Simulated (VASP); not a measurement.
CO: single point with PBE

Crystal: CO.

```
CELL_PARAMETERS angstrom
5.63000 0.00000 0.00000
0.00000 5.63000 0.00000
0.00000 0.00000 5.63000
ATOMIC_POSITIONS crystal
C 0.95800 0.95800 0.95800
C 0.54200 0.04200 0.45800
C 0.45800 0.54200 0.04200
C 0.04200 0.45800 0.54200
O 0.06700 0.06700 0.06700
O 0.43300 0.93300 0.56700
O 0.56700 0.43300 0.93300
O 0.93300 0.56700 0.43300
```

```json
{
  "Program": "VASP 6.6.1",
  "Task": "single point",
  "Functional": "PBE",
  "Potentials or basis": "VASP PAW PBE potentials, release 64 (C, O)",
  "Cutoff": "520 eV",
  "k mesh": "3 × 3 × 3",
  "Occupations": "fermi-dirac, width 0.1 eV",
  "Spin": "no spin polarisation"
}
```

```json
{
 "Pressure": "15.8 GPa",
 "Largest force": "12.154 eV/Å",
 "Band gap on the k mesh": "6.45 eV, direct"
}
```

Forces in eV/Å, atoms in the order of the input:
```
C   -7.012 -7.012 -7.012
C    7.012  7.012 -7.012
C   -7.012  7.012  7.012
C    7.012 -7.012  7.012
O    7.017  7.017  7.017
O   -7.017 -7.017  7.017
O    7.017 -7.017 -7.017
O   -7.017  7.017 -7.017
```

Levels at points of the mesh, in eV from the valence-band top:
```tsv
k point	band 17	band 18	band 19	band 20	band 21	band 22	band 23	band 24
(0.00, 0.00, 0.00)	-1.19	-0.06	-0.06	-0.06	6.64	6.64	6.64	7.46
```

Run time: 16 s on 1 thread of Intel(R) Xeon(R) 6975P-C (Granite Rapids), with other jobs on the host, peak memory 0.23 GiB.

Caveat: forces of over 1 eV/Å act on the atoms, so gaps and moduli don't describe the material at rest. A k mesh can miss the band edges.
